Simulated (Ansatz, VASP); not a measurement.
**Two plane-wave programs on BN**

```
B N
1.0
     2.55394    0.01915    0.00000
    -1.26038    2.20220    0.00000
     0.00000    0.00000    4.22685
B N
2 2
Direct
  0.66667 0.33333 0.99972
  0.33333 0.66667 0.49972
  0.66667 0.33333 0.62528
  0.33333 0.66667 0.12528
```

Change from the starting cell: strain +0.0150 x Voigt [0, 0, 0, 0, 0, 1], atoms carried along.

Alike in both runs: task single point; functional LDA; k mesh 12 × 12 × 6; occupations gaussian, width 0.05 eV; no spin polarisation.

```csv
,VASP,Ansatz
version,VASP 6.6.1,Ansatz 0.2.0
potentials or method,"VASP PAW LDA potentials, release 64 (B, N), cutoff 520 eV","scalar-relativistic, plane waves, PAW"
valence electrons in the cell,16,16
```

|  | VASP | Ansatz | Ansatz less VASP |
| --- | --- | --- | --- |
| gap on the k mesh at the Fermi level (eV) | 4.92 | 4.94 | +0.025 |
| least direct gap on the mesh (eV) | 8.00 | 8.02 | +0.016 |
| pressure (GPa) | -12.8 | -13.7 | -0.83 |
| traceless stress, the component that is largest in VASP (GPa) | -6.06 | -6.03 | +0.030 |
| rms of the force components (eV/Å) | 0.029 | 0.028 | -0.0008 |

LDA's correlation is that of Perdew and Zunger in VASP and of Perdew and Wang (1992) in Ansatz. Atom by atom the forces differ by 0.002 eV/Å (rms over components).
